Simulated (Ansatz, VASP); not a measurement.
## Sr3Y: VASP beside Ansatz

The input INCAR:

```
PREC = Accurate ; ENCUT = 600
EDIFF = 1E-6 ; ISMEAR = 0
SIGMA = 0.1 ; LREAL = False
LASPH = True ; NELM = 60
ALGO = Normal ; ISIF = 3
LWAVE = False ; LCHARG = False
GGA = PE ; IBRION = 2
NSW = 90 ; EDIFFG = -0.04
```

File KPOINTS:

```
Automatic mesh
0
Gamma
  4 4 4
```

The input POSCAR:

```
Sr3Y
1.0
    4.9549724162      0.0000000000      0.0000000000
    0.0000000000      4.9549724162      0.0000000000
    0.0000000000      0.0000000000      4.9549724162
Sr Y
3 1
Direct
    0.0000000000      0.5000000000      0.5000000000
    0.5000000000      0.0000000000      0.5000000000
    0.5000000000      0.5000000000      0.0000000000
    0.0000000000      0.0000000000      0.0000000000
```

Input for Ansatz:

```yaml
crystal:
  lattice:
    - [4.9549724162, 0.0, 0.0]
    - [0.0, 4.9549724162, 0.0]
    - [0.0, 0.0, 4.9549724162]
  atoms:
    - { symbol: Sr, position: [0.0, 0.5, 0.5] }
    - { symbol: Sr, position: [0.5, 0.0, 0.5] }
    - { symbol: Sr, position: [0.5, 0.5, 0.0] }
    - { symbol: "Y", position: [0.0, 0.0, 0.0] }
basis:
  ecutwfc: 420
kpoints:
  mp_grid: { grid: [4, 4, 4] }
hamiltonian:
  xc: pbe
scf:
  occupations: { method: gaussian, width: 0.1 }
  lower_state_search: "off"
output:
  forces: true
  stress: true
  eigenvalues: true
relax:
  adjacent_minimum: "off"
  f_tol: 0.04
  max_steps: 70
  cell: { stress_tol: 0.4 }
```

Alike in both runs: task relaxation of cell and atoms; functional PBE; k mesh 4 × 4 × 4; occupations gaussian, width 0.1 eV; no spin polarisation.

|  | VASP | Ansatz |
| --- | --- | --- |
| version | VASP 6.6.1 | Ansatz 0.2.0 |
| potentials or method | VASP PAW PBE potentials, release 64 (Sr_sv, Y_sv), cutoff 600 eV | scalar-relativistic, plane waves, PAW |
| valence electrons in the cell | 41 | 41 |

```csv
,VASP,Ansatz,Ansatz less VASP
"gap on the k mesh at the Fermi level, each at its own relaxed structure (eV)",none,none,-
relaxed volume (Å³/atom),47.68,47.11,-0.578
relaxed cell length with the largest relative difference (Å),5.756,5.733,-0.0233
```

A gap of «none» marks a metal or a gap that the smearing closes.

Noted on VASP's run: the volume moved by over 15 % at a fixed basis, so the end points are rough.
